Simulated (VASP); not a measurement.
# Al (P6_3/mmc) in VASP: a series of runs, part 3 of 3

VASP 6.6.1. Earlier steps stand in the parts before.

**7. Relaxation of cell and atoms, PBEsol**

This run uses another cell than the first one, of 15.90 Å³/atom, 1.003 times its volume.

Input file INCAR:

```
ALGO     = Normal         # electronic algorithm
EDIFF    = 1E-7           # SCF threshold, eV
EDIFFG   = -0.02          # ionic threshold
ENCUT    = 600            # plane-wave cutoff, eV
GGA      = PS             # functional
IBRION   = 2              # ionic algorithm
ISIF     = 3              # what is computed and relaxed
ISMEAR   = -1             # smearing method
LASPH    = T              # aspherical terms in the spheres
LCHARG   = F              # write CHGCAR
LREAL    = F              # projectors in reciprocal space
LWAVE    = F              # write WAVECAR
NELM     = 100            # most SCF steps
NSW      = 80             # ionic steps
PREC     = Accurate       # precision mode
SIGMA    = 0.1            # smearing width, eV
```

Input file KPOINTS:

```
k-points
0
Gamma
  9 9 3
```

Input file POSCAR:

```
Al
1.0
    2.8270800000      0.0000000000      0.0000000000
   -1.4135400000      2.4483200000      0.0000000000
    0.0000000000      0.0000000000      9.1859900000
Al
4
Direct
    0.0000000000      0.0000000000      0.0000000000
    0.3333333333      0.6666666667      0.2500000000
    0.0000000000      0.0000000000      0.5000000000
    0.6666666667      0.3333333333      0.7500000000
```

Potentials or basis: VASP PAW PBE potentials, release 64 (Al).

Run with:

```sh
cat potpaw_PBE.64/Al/POTCAR > POTCAR
mpirun -np 1 vasp_std > vasp.out
```

OUTCAR:

```text
EDIFF = 1E-7
   EDIFFG = -0.02
   ENCUT = 600
   GGA = PS
   IBRION = 2
   ISIF = 3
   ISMEAR = -1
   LASPH = T
   LREAL = F
   NELM = 100
   NSW = 80
   PREC = Accurate

 ion  position               nearest neighbor table
   1  0.000  0.000  0.000-   2 2.82   4 2.82   4 2.82   2 2.82   4 2.82   2 2.82
   2  0.333  0.667  0.250-   1 2.82   3 2.82   1 2.82   3 2.82   1 2.82   3 2.82
   3  0.000  0.000  0.500-   2 2.82   4 2.82   4 2.82   2 2.82   4 2.82   2 2.82
   4  0.667  0.333  0.750-   1 2.82   3 2.82   1 2.82   3 2.82   1 2.82   3 2.82

  LATTYP: Found a hexagonal cell.
 ALAT       =     2.8270800000
 C/A-ratio  =     3.2492854818

  Lattice vectors:
[... 192 lines left out ...]
  -------------------------------------------------------------------------------------
  Total        0.3147766      0.3147758      1.4340496      0.0000000     -0.0000000      0.0000000
  in kB        7.9319636      7.9319435     36.1362032      0.0000000     -0.0000000      0.0000000
  external PRESSURE =      17.3333701 kB  Pullay stress =       0.0000000 kB
[... 101 lines left out ...]
--------------------------------------- Ionic step        4  -------------------------------------------

 number of electron      12.0000000 magnetization

 Free energy of the ion-electron system (eV)
  ---------------------------------------------------
  ext. energy  EPLUGINS =         0.00000000
  ---------------------------------------------------
  free energy    TOTEN  =       -16.33729356 eV

  energy without entropy =      -16.28656450  energy(sigma->0) =      -16.31192903

 E-fermi :   8.0540     XC(G=0): -10.3149

 val. band max:        8.0410634655   @ k =   0.3333   0.2222   0.3333
 cond. band min:       8.2241241051   @ k =   0.2222   0.2222   0.3333
 fundamental gap:      0.1830606395
 Fermi energy:         8.0540484423

 k-point     1 :       0.0000    0.0000    0.0000
  band No.  band energies     occupation
      1      -3.1260      2.00000
      2      -1.4541      2.00000
      3      -1.4495      2.00000
      4       3.3808      2.00000
      5       3.5396      2.00000
      6      11.3082      0.00000
      7      11.3185      0.00000
      8      19.1084      0.00000
      9      19.1084      0.00000
     10      19.2608      0.00000
[... 328 lines left out ...]
  FREE ENERGIE OF THE ION-ELECTRON SYSTEM (eV)
  ---------------------------------------------------
  free  energy   TOTEN  =       -16.3372935635 eV

  energy  without entropy=      -16.2865645002  energy(sigma->0) =      -16.31192903

 reached required accuracy - stopping structural energy minimisation
```

OSZICAR:

```text
N       E                     dE             d eps       ncg     rms          rms(c)
DAV:   1     0.109005760386E+02    0.10901E+02   -0.47318E+03   480   0.104E+03
DAV:   2    -0.153818584608E+02   -0.26282E+02   -0.24757E+02   634   0.110E+02
DAV:   3    -0.164305395956E+02   -0.10487E+01   -0.10105E+01   670   0.194E+01
[... 26 lines left out ...]
DAV:   1    -0.163375108617E+02   -0.13052E-02   -0.19776E-02   624   0.807E-01    0.823E-02
DAV:   2    -0.163373682805E+02    0.14258E-03   -0.18300E-04   560   0.103E-01    0.439E-02
DAV:   3    -0.163372940761E+02    0.74204E-04   -0.98308E-05   582   0.517E-02    0.773E-03
DAV:   4    -0.163372935094E+02    0.56675E-06   -0.34523E-06   598   0.128E-02    0.433E-03
DAV:   5    -0.163372935635E+02   -0.54146E-07   -0.44632E-08   366   0.161E-03
   4 F= -.16337294E+02 E0= -.16311929E+02  d E =-.108798E-02
```

CONTCAR:

```text
Al
   1.00000000000000
     2.8290927948648861    0.0000000000000000    0.0000000000000000
    -1.4145463974324430    2.4500631251046947    0.0000000000000000
     0.0000000000000000   -0.0000000000000000    9.3735232824567127
  Al
     4
Direct
     0.0000000000000000    0.0000000000000000    0.0000000000000000
     0.3333333332999970    0.6666666667000030    0.2500000000000000
     0.0000000000000000    0.0000000000000000    0.5000000000000000
     0.6666666667000030    0.3333333332999970    0.7500000000000000

  0.00000000E+00  0.00000000E+00  0.00000000E+00
  0.00000000E+00  0.00000000E+00  0.00000000E+00
  0.00000000E+00  0.00000000E+00  0.00000000E+00
  0.00000000E+00  0.00000000E+00  0.00000000E+00
```

Run time: 41 s. Hardware: 1 thread of AMD EPYC 9R45 (Zen 5), shared host; peak memory 0.16 GiB.

Results:

| Quantity | Value |
| --- | --- |
| Free energy | -16.3373 eV |
| Relaxed volume | 16.24 Å³/atom |
| Relaxed cell | a = 2.829 Å, b = 2.829 Å, c = 9.374 Å, α = 90.00°, β = 90.00°, γ = 120.00° |
| Space group after relaxing (to 0.05 Å) | P6_3/mmc (No. 194) |
| Energy gained by relaxing | 3.7 meV/atom |
| Ionic steps | 4 |
| Pressure after relaxing | -0.1 GPa |
| Band gap on the k mesh | zero (band 6 reaches 11.88 eV, above the bottom of band 7 at 6.80 eV) |

The path:
```
step  energy change (eV)  largest force (eV/Å)  pressure (GPa)  volume (Å³)
   1              0.0000                0.0000            1.73        63.58
   2             -0.0137                0.0000           -0.34        65.17
   3             -0.0138                0.0000           -0.36        65.19
   4             -0.0148                0.0000           -0.06        64.97
```

Final structure:
```
Al
1.0
     2.82909    0.00000    0.00000
    -1.41455    2.45006    0.00000
     0.00000    0.00000    9.37352
Al
4
Cartesian
  0.0000 0.0000 0.0000
  0.0000 1.6334 2.3434
  0.0000 0.0000 4.6868
  1.4145 0.8167 7.0301
```

Caveat: the PAW data sets were made with another functional, which shifts forces and pressure a little.

**8. Overview**

| task | level | potentials or basis | cell | cutoff (eV) | gap on the mesh (eV) | pressure (GPa) | relaxed volume (Å³/atom) |
| --- | --- | --- | --- | --- | --- | --- | --- |
| single point | LDA | VASP PAW LDA potentials, release 64 (Al) | a = 2.806, b = 2.806, c = 9.295 Å, angles 90.0, 90.0, 120.0°, 4 atoms | 520 | none | 0.1 | - |
| single point | BLYP+D3(BJ) | VASP PAW PBE potentials, release 64 (Al) | a = 2.785, b = 2.785, c = 9.239 Å, angles 90.0, 90.0, 120.0°, 4 atoms | 520 | none | 0.2 | - |
| single point | PBEsol | VASP PAW PBE potentials, release 64 (Al) | a = 2.828, b = 2.828, c = 9.366 Å, angles 90.0, 90.0, 120.0°, 4 atoms | 520 | none | 0.1 | - |
| relaxation of cell and atoms | LDA | VASP PAW LDA potentials, release 64 (Al) | relaxed from a = 2.827, b = 2.827, c = 9.186 Å, angles 90.0, 90.0, 120.0°, 4 atoms | 600 | none | -0.1 | 15.87 |
| relaxation of cell and atoms | BLYP+D3(BJ) | VASP PAW PBE potentials, release 64 (Al) | relaxed from a = 2.827, b = 2.827, c = 9.186 Å, angles 90.0, 90.0, 120.0°, 4 atoms | 600 | none | 0.1 | 15.53 |
| relaxation of cell and atoms | PBEsol | VASP PAW PBE potentials, release 64 (Al) | relaxed from a = 2.827, b = 2.827, c = 9.186 Å, angles 90.0, 90.0, 120.0°, 4 atoms | 600 | none | -0.1 | 16.24 |

Alike in all rows: no spin polarisation; k mesh 9 × 9 × 3; smearing fermi-dirac 0.1 eV.

Caveats: the PAW data sets were made with another functional, which shifts forces and pressure a little (some runs); pairwise dispersion overbinds metals, which lowers pressure and volume (some runs).

Total energies depend on the potentials used, so only differences within one code and one set of settings carry meaning.
